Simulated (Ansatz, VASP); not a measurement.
# SiO2 in VASP and in Ansatz

```xyz
6
Lattice="-2.3819 2.3819 3.7564 2.3819 -2.3819 3.7564 2.3819 2.3819 -3.7564" Properties=species:S:1:pos:R:3 pbc="T T T"
Si    0.0000    0.0000    0.0000
Si    0.0000    2.3819    1.8782
O     1.1910    2.9697    2.8173
O     0.5878    1.1910    0.9391
O    -1.1910    1.7942    2.8173
O    -0.5878    3.5729    0.9391
```

Change from the starting cell: volume scaled by 1.01, PAW files.

Alike in both runs: task electric field gradients; functional PBE; k mesh 7 × 7 × 7; occupations fermi-dirac, width 0.03 eV; no spin polarisation.

|  | VASP | Ansatz |
| --- | --- | --- |
| version | VASP 6.6.1 | Ansatz 0.2.0 |
| potentials or method | VASP PAW PBE potentials, release 64 (Si, O) | PAW with Ansatz's default frozen-core files, scalar-relativistic |
| plane-wave cutoff (eV) | 520 | 420 |
| valence electrons in the cell | 32 | 32 |

```csv
,VASP,Ansatz,Ansatz less VASP
gap on the k mesh at the Fermi level (eV),5.97,5.97,+0.002
pressure (GPa),2.0,1.8,-0.15
"traceless stress, the component that is largest in VASP (GPa)",-1.29,-1.34,-0.054
size of Vzz on the site where it differs most (V/Å²),87.1,90.7,+3.65
```
